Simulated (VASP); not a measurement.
**HfN (NiAs type): single point with PBE**

HfN (NiAs type):

```
CELL_PARAMETERS angstrom
2.85508 0.00000 0.00000
-1.42754 2.47257 0.00000
0.00000 0.00000 5.31631
ATOMIC_POSITIONS crystal
Hf 0.00000 0.00000 0.00000
Hf 0.00000 0.00000 0.50000
N 0.33333 0.66667 0.25000
N 0.66667 0.33333 0.75000
```

```json
{
  "Program": "VASP 6.6.1",
  "Task": "single point",
  "Functional": "PBE",
  "Potentials or basis": "VASP PAW PBE potentials, release 64 (Hf_pv, N)",
  "Cutoff": "520 eV",
  "k mesh": "10 × 10 × 6",
  "Occupations": "fermi-dirac, width 0.05 eV",
  "Spin": "no spin polarisation"
}
```

The pressure is 107.6 GPa and the band gap on the k mesh is zero (band 15 reaches 11.16 eV, above the bottom of band 16 at 9.02 eV).

Stress tensor (GPa, compression positive):
```
108.51   0.00   0.00
  0.00 108.51   0.00
  0.00   0.00 105.81
```

Levels at points of the mesh, in eV from the Fermi level:
| k point | band 13 | band 14 | band 15 | band 16 | band 17 | band 18 |
| --- | --- | --- | --- | --- | --- | --- |
| (0.00, 0.00, 0.00) | -2.96 | -2.21 | -2.21 | 1.13 | 1.13 | 1.42 |
| (0.50, 0.00, 0.00) | -3.38 | -3.36 | -2.69 | -0.29 | 5.91 | 5.93 |
| (0.00, 0.00, 0.50) | -4.45 | -4.45 | 0.96 | 0.96 | 2.52 | 2.52 |
| (0.50, 0.00, 0.50) | -4.70 | -4.70 | -0.72 | -0.72 | 6.18 | 6.18 |

It took 20 s on 1 thread of Intel(R) Xeon(R) 6975P-C (Granite Rapids) (shared host), peak memory 0.18 GiB.

Caveat: spin-orbit coupling is left out, which moves the levels of the heavy elements.
